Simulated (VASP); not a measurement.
Runs of VASP 6.6.1 on PbF2. The structure is tetragonal, space group P4_2/mnm (No. 136). Conventional cell: a = 5.578 Å, b = 5.578 Å, c = 3.940 Å, α = 90.00°, β = 90.00°, γ = 90.00°. Within 3.2 Å of Pb (site symmetry mmm) lie 6 F at 2.44 to 2.48 Å. Within 3.2 Å of F (site symmetry m2m) lie 3 Pb at 2.44 to 2.48 Å and 1 F at 3.01 Å. 

```tsv
level	k mesh	smearing	grid for exact exchange (PRECFOCK)	screening parameter	share of exact exchange	gap on the mesh (eV)	pressure (GPa)	largest force (eV/Å)
HSE06	2 × 2 × 4	gaussian 0.01 eV	Fast	0.2079 1/Å	-	4.85	0.8	0.01
r2SCAN	4 × 4 × 4	gaussian 0.01 eV	-	-	-	4.05	0.0	-
r2SCAN	4 × 4 × 4	methfessel-paxton 0.5 eV	-	-	-	4.05	(a)	(b)
PBE-based screened hybrid	2 × 2 × 4	gaussian 0.01 eV	Fast	0.5 1/Å	0.5	4.89	0.0	-
```

Alike in all rows: task single point; potentials or basis VASP PAW PBE potentials, release 64 (Pb_d, F); no spin polarisation; cell as given; cutoff (eV) 520.

**Question.** Estimate the missing entries.

**Answer.** (a) -0.1; (b) 0.02.

Caveats: some runs use coarse meshes; the PAW data sets were made with another functional, which shifts forces and pressure a little; spin-orbit coupling is left out, which moves the levels of the heavy elements.

A k mesh can miss the band edges, and the runs leave out spin-orbit coupling on Pb.
